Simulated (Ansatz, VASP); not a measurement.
# Au in VASP and in Ansatz

The input INCAR:

```
SYSTEM = Au
ALGO = Normal ; EDIFF = 1E-8
ENCUT = 520 ; GGA = PS
ISIF = 2 ; ISMEAR = -1
LASPH = .TRUE. ; LCHARG = .FALSE.
LEFG = .TRUE. ; LREAL = .FALSE.
LWAVE = .FALSE. ; NBANDS = 18
NELM = 100 ; PREC = Accurate
SIGMA = 0.03
```

File KPOINTS:

```
k-points
0
G
  14 14 8
  0 0 0
```

POSCAR

```
Au
1.0
    2.8999984104      0.0000000000      0.0000000000
   -1.4499992052      2.5114722944      0.0000000000
    0.0000000000      0.0000000000      4.9776000000
Au
2
Direct
    0.3333333333      0.6666666667      0.7500000000
    0.6666666667      0.3333333333      0.2500000000
```

Input for Ansatz:

```yaml
crystal:
  lattice:
    - [2.8999984104, 0.0, 0.0]
    - [-1.4499992052, 2.5114722944, 0.0]
    - [0.0, 0.0, 4.9776]
  atoms:
    - { symbol: Au, position: [0.3333333333, 0.6666666667, 0.75] }
    - { symbol: Au, position: [0.6666666667, 0.3333333333, 0.25] }
kpoints:
  mp_grid: { grid: [14, 14, 8] }
scf:
  occupations: { method: fermi_dirac, width: 0.03 }
hamiltonian:
  xc: pbesol
  pseudopotentials: { kind: all_electron, datasets: crystal }
output:
  forces: true
  stress: true
  eigenvalues: true
  efg: { contact_densities: true }
```

Change from the starting cell: zz strain of +2 %, crystal datasets.

Alike in both runs: task electric field gradients; functional PBEsol; k mesh 14 × 14 × 8; occupations fermi-dirac, width 0.03 eV; no spin polarisation.

|  | VASP | Ansatz |
| --- | --- | --- |
| version | VASP 6.6.1 | Ansatz 0.2.0 |
| potentials or method | VASP PAW PBE potentials, release 64 (Au), cutoff 520 eV | all-electron PAW with datasets made for the crystal, scalar-relativistic |

```csv
,VASP,Ansatz,Ansatz less VASP
pressure (GPa),-8.8,-8.6,+0.20
"traceless stress, the component that is largest in VASP (GPa)",-0.14,-0.13,+0.012
size of Vzz on the site where it differs most (V/Å²),27.6,5.8,-21.81
```

VASP's potentials were made for PBE, not for PBEsol. Ansatz ran all-electron here, and VASP with PAW potentials.

Neither program's run includes spin-orbit coupling.
